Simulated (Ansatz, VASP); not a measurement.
# SiC: VASP beside Ansatz

```
CELL_PARAMETERS angstrom
3.13027 0.00000 0.00000
-1.56513 2.71089 0.00000
0.00000 0.00000 5.34681
ATOMIC_POSITIONS crystal
Si 0.33333 0.66667 0.00536
Si 0.66667 0.33333 0.50536
C 0.33333 0.66667 0.37964
C 0.66667 0.33333 0.87964
```

Alike in both runs: functional PBE; k mesh 12 × 12 × 6; occupations gaussian, width 0.05 eV; no spin polarisation.

Ansatz relaxed the structure, and its values are those at the end. VASP's run is a single point on that final structure, the one shown.

|  | VASP | Ansatz |
| --- | --- | --- |
| version | VASP 6.6.1 | Ansatz 0.2.0 |
| potentials or method | VASP PAW PBE potentials, release 64 (Si, C), cutoff 520 eV | scalar-relativistic, plane waves, PAW |
| valence electrons in the cell | 16 | 16 |

VASP gave:

| Quantity | Value |
| --- | --- |
| gap on the k mesh at the Fermi level (eV) | 2.24 |
| least direct gap on the mesh (eV) | 4.11 |
| pressure (GPa) | -13.7 |

Question: Which values does Ansatz return?

Answer: gap on the k mesh at the Fermi level (eV): 2.25; least direct gap on the mesh (eV): 4.11; pressure (GPa): -13.7.

The functional is the same, so the differences come from potentials, cutoffs and numerics. Ansatz's warnings: stress scf threshold loose.
